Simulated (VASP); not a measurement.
The system is BN (Qingsongite).

```xyz
2
Lattice="0.0000 1.8034 1.8034 1.8034 0.0000 1.8034 1.8034 1.8034 0.0000" Properties=species:S:1:pos:R:3 pbc="T T T"
B     0.0000    0.0000    0.0000
N     0.9017    0.9017    0.9017
```

Base run:

- Program: VASP 6.6.1
- Functional: r2SCAN
- Dispersion: rVV10
- Potentials or basis: VASP PAW PBE potentials, release 64 (B, N)
- Cutoff: 520 eV
- k mesh: 10 × 10 × 10
- Occupations: fermi-dirac, width 0.01 eV
- Spin: no spin polarisation

Its results: band gap on the k mesh 4.94 eV, indirect (least direct gap 9.55 eV); pressure 1.2 GPa.

Q: The run is repeated on the same cell with these changes: potentials or basis from VASP PAW PBE potentials, release 64 (B, N) to VASP PAW PBE potentials, release 64 (B_h, N_h); cutoff from 520 eV to 910 eV. What comes out?

A: Band gap on the k mesh 4.96 eV, indirect (least direct gap 9.57 eV); pressure -0.6 GPa.

Caveats: the PAW data sets were made with another functional, which shifts forces and pressure a little; the cutoff is under 1.25 times the usual one of these potentials, so pressure, stress and relaxed cells hold a basis-set (Pulay) error (some runs).

A k mesh can miss the band edges.
